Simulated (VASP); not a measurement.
# BeS (F-43m) in VASP: further runs

BeS is run at these levels: LDA, PBEsol, r2SCAN; tasks: electric field gradients.

Everything below comes from runs of VASP 6.6.1. Logs are shortened: lines on timing, memory, paths and dates and some standing lists are left out, and cuts for length are marked.

## Step 1: The cell of the first run

Symmetry: F-43m, No. 216, cubic system. Conventional cell: a = 4.850 Å, b = 4.850 Å, c = 4.850 Å, α = 90.00°, β = 90.00°, γ = 90.00°. Within 2.8 Å of Be (site symmetry -43m) lie 4 S at 2.10 Å. Within 2.8 Å of S (site symmetry -43m) lie 4 Be at 2.10 Å.

## Step 2: Electric field gradients, LDA

Input file INCAR:

```
SYSTEM = BeS
  ALGO = Normal
  EDIFF = 1E-8
  ENCUT = 520
  GGA = CA
  ISIF = 2
  ISMEAR = -1
  LASPH = .TRUE.
  LCHARG = .FALSE.
  LEFG = .TRUE.
  LREAL = .FALSE.
  LWAVE = .FALSE.
  NBANDS = 11
  NELM = 100
  PREC = Accurate
  SIGMA = 0.02
```

Input file KPOINTS:

```
k-points
0
G
  9 9 9
  0 0 0
```

Input file POSCAR:

```
BeS
1.0
    0.0000000000      2.4250000000      2.4250000000
    2.4250000000      0.0000000000      2.4250000000
    2.4250000000      2.4250000000      0.0000000000
Be S
1 1
Direct
    0.0000000000      0.0000000000      0.0000000000
    0.7500000000      0.7500000000      0.7500000000
```

Potentials or basis: VASP PAW LDA potentials, release 64 (Be, S).

On the command line:

```
cat potpaw_LDA.64/Be/POTCAR potpaw_LDA.64/S/POTCAR > POTCAR
mpirun -np 1 vasp_std > vasp.out
```

OUTCAR:

```text
SYSTEM = BeS
   EDIFF = 1E-8
   ENCUT = 520
   GGA = CA
   ISIF = 2
   ISMEAR = -1
   LASPH = .TRUE.
   LREAL = .FALSE.
   NELM = 100
   PREC = Accurate

 ion  position               nearest neighbor table
   1  0.000  0.000  0.000-   2 2.10   2 2.10   2 2.10   2 2.10
   2  0.750  0.750  0.750-   1 2.10   1 2.10   1 2.10   1 2.10

  LATTYP: Found a face centered cubic cell.
 ALAT       =     4.8500000000

  Lattice vectors:

 A1 = (   0.0000000000,   2.4250000000,   2.4250000000)
 A2 = (   2.4250000000,   0.0000000000,   2.4250000000)
 A3 = (   2.4250000000,   2.4250000000,   0.0000000000)

Analysis of symmetry for initial positions (statically):
=====================================================================
 Subroutine PRICEL returns:
 Original cell was already a primitive cell.

 Routine SETGRP: Setting up the symmetry group for a
 face centered cubic supercell.

 Subroutine GETGRP returns: Found 24 space group operations
 (whereof 24 operations were pure point group operations)
 out of a pool of 48 trial point group operations.

The static configuration has the point symmetry T_d .

Analysis of symmetry for dynamics (positions and initial velocities):
=====================================================================
 Subroutine PRICEL returns:
 Original cell was already a primitive cell.

 Routine SETGRP: Setting up the symmetry group for a
 face centered cubic supercell.

 Subroutine GETGRP returns: Found 24 space group operations
 (whereof 24 operations were pure point group operations)
 out of a pool of 48 trial point group operations.

The dynamic configuration has the point symmetry T_d .

 Subroutine INISYM returns: Found 24 space group operations
 (whereof 24 operations are pure point group operations),
 and found     1 'primitive' translations

----------------------------------------------------------------------------------------

                                     Primitive cell

  volume of cell :      28.5210

  direct lattice vectors                    reciprocal lattice vectors
     0.000000000  2.425000000  2.425000000    -0.206185567  0.206185567  0.206185567
     2.425000000  0.000000000  2.425000000     0.206185567 -0.206185567  0.206185567
     2.425000000  2.425000000  0.000000000     0.206185567  0.206185567 -0.206185567

  length of vectors
     3.429467889  3.429467889  3.429467889     0.357123878  0.357123878  0.357123878

  position of ions in fractional coordinates (direct lattice)
     0.000000000  0.000000000  0.000000000
     0.750000000  0.750000000  0.750000000

  ion indices of the primitive-cell ions
   primitive index   ion index
                 1           1
                 2           2

----------------------------------------------------------------------------------------

 KPOINTS: k-points

Automatic generation of k-mesh.
 Grid dimensions read from file:
 generate k-points for:    9    9    9

 Generating k-lattice:

  Cartesian coordinates                     Fractional coordinates (reciprocal lattice)
    -0.022909507  0.022909507  0.022909507     0.111111111  0.000000000  0.000000000
     0.022909507 -0.022909507  0.022909507     0.000000000  0.111111111  0.000000000
     0.022909507  0.022909507 -0.022909507     0.000000000  0.000000000  0.111111111

  Length of vectors
     0.039680431  0.039680431  0.039680431

  Shift w.r.t. Gamma in fractional coordinates (k-lattice)
     0.000000000  0.000000000  0.000000000

 Subroutine IBZKPT returns following result:
 ===========================================

 Found     35 irreducible k-points:

 Following reciprocal coordinates:
            Coordinates               Weight
  0.000000  0.000000  0.000000      1.000000
  0.111111  0.000000  0.000000      8.000000
  0.222222  0.000000  0.000000      8.000000
  0.333333  0.000000  0.000000      8.000000
  0.444444  0.000000  0.000000      8.000000
  0.111111  0.111111  0.000000      6.000000
[... 16 lines left out ...]
 -0.333333  0.333333  0.000000     12.000000
  0.444444  0.444444  0.000000      6.000000
 [... further k-points ...]
   k-points           NKPTS =     35   k-points in BZ     NKDIM =     35   number of bands    NBANDS=     11
   number of dos      NEDOS =    301   number of ions     NIONS =      2
   total plane-waves  NPLWV =  21952
   dimension x,y,z NGX =    28 NGY =   28 NGZ =   28
   dimension x,y,z NGXF=    56 NGYF=   56 NGZF=   56
   ions per type =               1   1
   NGX,Y,Z   is equivalent  to a cutoff of  13.57, 13.57, 13.57 a.u.
   NGXF,Y,Z  is equivalent  to a cutoff of  27.15, 27.15, 27.15 a.u.
 SYSTEM =  BeS
   PREC   = accura    normal or accurate (medium, high low for compatibility)
   ISTART =      0    job   : 0-new  1-cont  2-samecut
   ICHARG =      2    charge: 1-file 2-atom 10-const
   ISPIN  =      1    spin polarized calculation?
   LNONCOLLINEAR =      F non collinear calculations
   LSORBIT =      F    spin-orbit coupling
   LASPH  =      T    aspherical Exc in radial PAW
   ENCUT  =  520.0 eV  38.22 Ry    6.18 a.u.   6.38  6.38  6.38*2*pi/ulx,y,z
   NELM   =    100;   NELMIN=  2; NELMDL= -5     # of ELM steps
   EDIFF  = 0.1E-07   stopping-criterion for ELM
   LREAL  =      F    real-space projection
   EDIFFG = 0.1E-06   stopping-criterion for IOM
   NSW    =      0    number of steps for IOM
   IBRION =     -1    ionic relax: 0-MD 1-quasi-New 2-CG
   NFREE  =      0    steps in history (QN), initial steepest desc. (CG)
   ISIF   =      2    stress and relaxation
   ISYM   =      2    0-nonsym 1-usesym 2-fastsym
   POTIM  = 0.5000    time-step for ionic-motion
   TEBEG  =    0.0;   TEEND  =   0.0 temperature during run
   PSTRESS=    0.0 pullay stress
   NELECT =       8.0000    total number of electrons
   NUPDOWN=      -1.0000    fix difference up-down
   EMIN   =  10.00;   EMAX   =-10.00  energy-range for DOS
   EFERMI =   0.00;   METHOD = LEGACY
   ISMEAR =    -1;   SIGMA  =   0.02  broadening in eV -4-tet -1-fermi 0-gaus
   EFERMI_NEDOS =   21; number of points for ismear=-14 and -15
   IALGO  =     38    algorithm
   IMIX   =      4    mixing-type and parameters
     AMIX     =   0.40;   BMIX     =  1.00
     AMIX_MAG =   1.60;   BMIX_MAG =  1.00
  volume/ion in A,a.u.               =      14.26        96.23
  Fermi-wavevector in a.u.,A,eV,Ry     =   1.071642  2.025110 15.625158  1.148417
  Thomas-Fermi vector in A             =   2.207388
   LORBIT       =      0    0 simple, 1 ext, 2 COOP (PROOUT), +10 PAW based schemes
   GGA     = CA    functional components
   LHFCALC =     F    Hartree Fock is set to
   AEXX    =    0.0000 exact exchange contribution
   IVDW    =     0    specifies the selected vdW correction
   LEPSILON=     F    determine dielectric tensor
   LRPA    =     F    only Hartree local field effects (RPA)
 non-spin polarized calculation
  energy-cutoff  :      520.00
  volume of cell :       28.52
 maximum number of plane-waves:       779
 NGX is ok and might be reduce to    28
   NGX = 13   NGY = 13   NGZ = 13

 number of electron       7.9999999 magnetization

 Free energy of the ion-electron system (eV)
  ---------------------------------------------------
  ext. energy  EPLUGINS =         0.00000000
  ---------------------------------------------------
  free energy    TOTEN  =       -11.13334228 eV

  energy without entropy =      -11.13334228  energy(sigma->0) =      -11.13334228

 E-fermi :   4.4023     XC(G=0):  -9.9892

 val. band max:        4.0289214834   @ k =   0.0000   0.0000   0.0000
 cond. band min:       7.0300328412   @ k =   0.4444   0.4444   0.0000
 fundamental gap:      3.0011113579
 Fermi energy:         4.4022925686

 k-point     1 :       0.0000    0.0000    0.0000
  band No.  band energies     occupation
      1      -9.6268      2.00000
      2       4.0289      2.00000
      3       4.0289      2.00000
      4       4.0289      2.00000
      5       9.5725      0.00000
      6       9.5725      0.00000
      7       9.5725      0.00000
      8       9.7046      0.00000
      9      16.8416      0.00000
     10      16.8416      0.00000
     11      18.6314      0.00000

 k-point     2 :       0.1111    0.0000    0.0000
  band No.  band energies     occupation
      1      -9.4852      2.00000
      2       3.0262      2.00000
      3       3.8646      2.00000
      4       3.8646      2.00000
      5       9.4740      0.00000
      6       9.8646      0.00000
      7       9.8646      0.00000
      8      10.8188      0.00000
      9      16.2066      0.00000
     10      16.2066      0.00000
     11      18.4749      0.00000

 k-point     3 :       0.2222    0.0000    0.0000
  band No.  band energies     occupation
      1      -9.0859      2.00000
      2       1.1559      2.00000
      3       3.5131      2.00000
      4       3.5131      2.00000
      5       9.4465      0.00000
      6      10.3894      0.00000
      7      10.3894      0.00000
      8      12.6824      0.00000
      9      15.7656      0.00000
     10      15.7656      0.00000
     11      18.0599      0.00000

 k-point     4 :       0.3333    0.0000    0.0000
  band No.  band energies     occupation
      1      -8.5300      2.00000
      2      -0.5761      2.00000
      3       3.1885      2.00000
      4       3.1885      2.00000
      5       9.4161      0.00000
      6      10.5657      0.00000
      7      10.5657      0.00000
      8      14.1989      0.00000
      9      16.5837      0.00000
     10      16.5837      0.00000
     11      18.0090      0.00000
[... 239 lines left out ...]
 k-point    22 :      -0.4444    0.3333    0.0000
  band No.  band energies     occupation
      1      -7.5150      2.00000
      2      -0.7248      2.00000
      3       0.3215      2.00000
      4       1.7654      2.00000
      5       8.1415      0.00000
      6      10.9570      0.00000
      7      14.4114      0.00000
      8      14.6819      0.00000
      9      16.9738      0.00000
     10      18.2582      0.00000
     11      20.9354      0.00000

 k-point    23 :      -0.3333    0.3333    0.0000
  band No.  band energies     occupation
      1      -7.5620      2.00000
      2      -0.5908      2.00000
      3      -0.1150      2.00000
      4       2.1321      2.00000
      5       8.7073      0.00000
      6      12.9700      0.00000
      7      13.4634      0.00000
      8      14.4627      0.00000
      9      14.9014      0.00000
     10      16.4517      0.00000
     11      21.8952      0.00000

 k-point    24 :       0.4444    0.4444    0.0000
  band No.  band energies     occupation
      1      -7.5475      2.00000
      2      -0.8623      2.00000
      3       1.4094      2.00000
      4       1.4094      2.00000
      5       7.0300      0.00000
      6       8.9004      0.00000
      7      16.2218      0.00000
      8      16.2218      0.00000
      9      18.9121      0.00000
     10      20.2381      0.00000
     11      21.2478      0.00000

 [... further k-points ...]
[... 5 lines left out ...]
  --------------------------------------------------------------------------------------
  -------------------------------------------------------------------------------------
  Total       -0.5642221     -0.5642221     -0.5642221      0.0000000      0.0000000      0.0000000
  in kB      -31.6953404    -31.6953404    -31.6953404      0.0000000      0.0000000      0.0000000
  external PRESSURE =     -31.6953404 kB  Pullay stress =       0.0000000 kB

 VOLUME and BASIS-vectors are now :
 -----------------------------------------------------------------------------
  energy-cutoff  :      520.00
  volume of cell :       28.52
      direct lattice vectors                 reciprocal lattice vectors
     0.000000000  2.425000000  2.425000000    -0.206185567  0.206185567  0.206185567
     2.425000000  0.000000000  2.425000000     0.206185567 -0.206185567  0.206185567
     2.425000000  2.425000000  0.000000000     0.206185567  0.206185567 -0.206185567

 POSITION                                       TOTAL-FORCE (eV/Angst)
 -----------------------------------------------------------------------------------
      0.00000      0.00000      0.00000        -0.000000     -0.000000     -0.000000
      3.63750      3.63750      3.63750         0.000000      0.000000      0.000000
 -----------------------------------------------------------------------------------
    total drift:                                0.000000      0.000000     -0.000000

  FREE ENERGIE OF THE ION-ELECTRON SYSTEM (eV)
  ---------------------------------------------------
  free  energy   TOTEN  =       -11.1333422814 eV

  energy  without entropy=      -11.1333422814  energy(sigma->0) =      -11.13334228

 Electric field gradients (V/A^2)
---------------------------------------------------------------------
 ion       V_xx      V_yy      V_zz      V_xy      V_xz      V_yz
---------------------------------------------------------------------
   1      -0.000     0.000     0.000    -0.000    -0.000    -0.000
   2       0.000    -0.000    -0.000     0.000     0.000     0.000
---------------------------------------------------------------------

 Electric field gradients after diagonalization (V/A^2)
 (convention: |V_zz| > |V_xx| > |V_yy|)
----------------------------------------------------------------------
 ion       V_xx      V_yy      V_zz     asymmetry (V_yy - V_xx)/ V_zz
----------------------------------------------------------------------
   1       0.000     0.000    -0.000       0.000
   2      -0.000    -0.000     0.001       0.000
----------------------------------------------------------------------

           NMR quadrupolar parameters

 Cq : quadrupolar parameter    Cq=e*Q*V_zz/h
 eta: asymmetry parameters     (V_yy - V_xx)/ V_zz
 Q  : nuclear electric quadrupole moment in mb (millibarn)
----------------------------------------------------------------------
 ion       Cq(MHz)       eta       Q (mb)
----------------------------------------------------------------------
   1      -0.000       0.000       1.000
   2       0.000       0.000       1.000
----------------------------------------------------------------------
```

Wall time 6.9 s (1 thread of AMD EPYC 9R45 (Zen 5), shared host); peak memory 0.1 GiB.

Results:

* Free energy: -11.1333 eV
* Pressure: -3.2 GPa
* Band gap on the k mesh: 3.00 eV, indirect (least direct gap 5.54 eV)

Caveat: without QUAD_EFG the Cq values of the log hold for a quadrupole moment of 1 mb, not for the nuclei.

## Step 3: Electric field gradients, PBEsol

Input file INCAR:

```
SYSTEM = BeS
PREC = Accurate
ENCUT = 520
EDIFF = 1E-8
ISMEAR = -1
SIGMA = 0.02
LREAL = .False.
LASPH = .True.
NELM = 60
ALGO = Normal
ISIF = 2
LWAVE = .False.
LCHARG = .False.
GGA = PS
LEFG = .True.
NBANDS = 11
```

Input file KPOINTS:

```
Automatic mesh
0
Gamma
  9 9 9
  0 0 0
```

POSCAR is that of step 2.

Potentials or basis: VASP PAW PBE potentials, release 64 (Be, S).

On the command line:

```
cat potpaw_PBE.64/Be/POTCAR potpaw_PBE.64/S/POTCAR > POTCAR
mpirun -np 1 vasp_std > vasp.out
```

OUTCAR:

```text
SYSTEM = BeS
   PREC = Accurate
   ENCUT = 520
   EDIFF = 1E-8
   ISMEAR = -1
   LREAL = .False.
   LASPH = .True.
   NELM = 60
   ISIF = 2
   GGA = PS

 ion  position               nearest neighbor table
   1  0.000  0.000  0.000-   2 2.10   2 2.10   2 2.10   2 2.10
   2  0.750  0.750  0.750-   1 2.10   1 2.10   1 2.10   1 2.10

  LATTYP: Found a face centered cubic cell.
 ALAT       =     4.8500000000

  Lattice vectors:

 A1 = (   0.0000000000,   2.4250000000,   2.4250000000)
 A2 = (   2.4250000000,   0.0000000000,   2.4250000000)
[... 548 lines left out ...]
  ---------------------------------------------------
  free  energy   TOTEN  =       -10.5640740589 eV

  energy  without entropy=      -10.5640740589  energy(sigma->0) =      -10.56407406

 Electric field gradients (V/A^2)
---------------------------------------------------------------------
 ion       V_xx      V_yy      V_zz      V_xy      V_xz      V_yz
---------------------------------------------------------------------
   1      -0.000     0.000     0.000    -0.000    -0.000    -0.000
   2       0.000     0.000     0.000     0.000     0.000     0.000
---------------------------------------------------------------------

 Electric field gradients after diagonalization (V/A^2)
 (convention: |V_zz| > |V_xx| > |V_yy|)
----------------------------------------------------------------------
 ion       V_xx      V_yy      V_zz     asymmetry (V_yy - V_xx)/ V_zz
----------------------------------------------------------------------
   1       0.000     0.000    -0.000       0.000
   2      -0.000    -0.000     0.001       0.000
----------------------------------------------------------------------

           NMR quadrupolar parameters

 Cq : quadrupolar parameter    Cq=e*Q*V_zz/h
 eta: asymmetry parameters     (V_yy - V_xx)/ V_zz
 Q  : nuclear electric quadrupole moment in mb (millibarn)
----------------------------------------------------------------------
 ion       Cq(MHz)       eta       Q (mb)
----------------------------------------------------------------------
   1      -0.000       0.000       1.000
   2       0.000       0.000       1.000
----------------------------------------------------------------------
```

OSZICAR:

```text
N       E                     dE             d eps       ncg     rms          rms(c)
DAV:   1     0.191326418000E+02    0.19133E+02   -0.37609E+03   770   0.617E+02
DAV:   2    -0.950112583071E+01   -0.28634E+02   -0.27355E+02   994   0.114E+02
DAV:   3    -0.107419707869E+02   -0.12408E+01   -0.12384E+01  1003   0.236E+01
DAV:   4    -0.107497942549E+02   -0.78235E-02   -0.78221E-02   932   0.218E+00
DAV:   5    -0.107498529803E+02   -0.58725E-04   -0.58725E-04  1017   0.185E-01    0.534E+00
DAV:   6    -0.106116405388E+02    0.13821E+00   -0.10990E-01   872   0.153E+00    0.353E+00
DAV:   7    -0.105637567925E+02    0.47884E-01   -0.10889E-01   931   0.164E+00    0.803E-01
DAV:   8    -0.105640195266E+02   -0.26273E-03   -0.55470E-03   999   0.397E-01    0.138E-01
DAV:   9    -0.105640615652E+02   -0.42039E-04   -0.32568E-04   932   0.117E-01    0.394E-02
DAV:  10    -0.105640710107E+02   -0.94455E-05   -0.36723E-05  1043   0.298E-02    0.108E-02
DAV:  11    -0.105640738592E+02   -0.28485E-05   -0.80339E-06   889   0.154E-02    0.622E-03
DAV:  12    -0.105640740075E+02   -0.14832E-06   -0.20535E-07   983   0.323E-03    0.201E-03
DAV:  13    -0.105640740981E+02   -0.90580E-07   -0.53568E-08   878   0.111E-03    0.214E-03
DAV:  14    -0.105640740623E+02    0.35827E-07   -0.47323E-09   507   0.351E-04    0.407E-04
DAV:  15    -0.105640740589E+02    0.33514E-08   -0.45686E-10   421   0.141E-04
   1 F= -.10564074E+02 E0= -.10564074E+02  d E =-.187944E-11
```

stdout:

```text
POSCAR found type information on POSCAR BeS
 POSCAR found :  2 types and       2 ions
 scaLAPACK will be used
 -----------------------------------------------------------------------------
|                                                                             |
|                                                                             |
|     You enforced a specific xc type in the INCAR file but a different       |
|     I HOPE YOU KNOW WHAT YOU ARE DOING!                                     |
|                                                                             |
 -----------------------------------------------------------------------------

 LDA part: xc-table for (Slater+PW92), standard interpolation
 POSCAR, INCAR and KPOINTS ok, starting setup
 FFT: planning ... GRIDC
 FFT: planning ... GRID_SOFT
 FFT: planning ... GRID
 WAVECAR not read
 entering main loop
ion   1

ion   2
```

Run time: 8.8 s. Hardware: 1 thread of AMD EPYC 9R45 (Zen 5), shared host; peak memory 0.12 GiB.

What came out:

| Item | Value |
| --- | --- |
| Free energy | -10.5641 eV |
| Pressure | -0.6 GPa |
| Band gap on the k mesh | 3.03 eV, indirect (least direct gap 5.61 eV) |

Caveat: without QUAD_EFG the Cq values of the log hold for a quadrupole moment of 1 mb, not for the nuclei; the PAW data sets were made with another functional, which shifts forces and pressure a little.

(Part 1 of 2 ends here.)
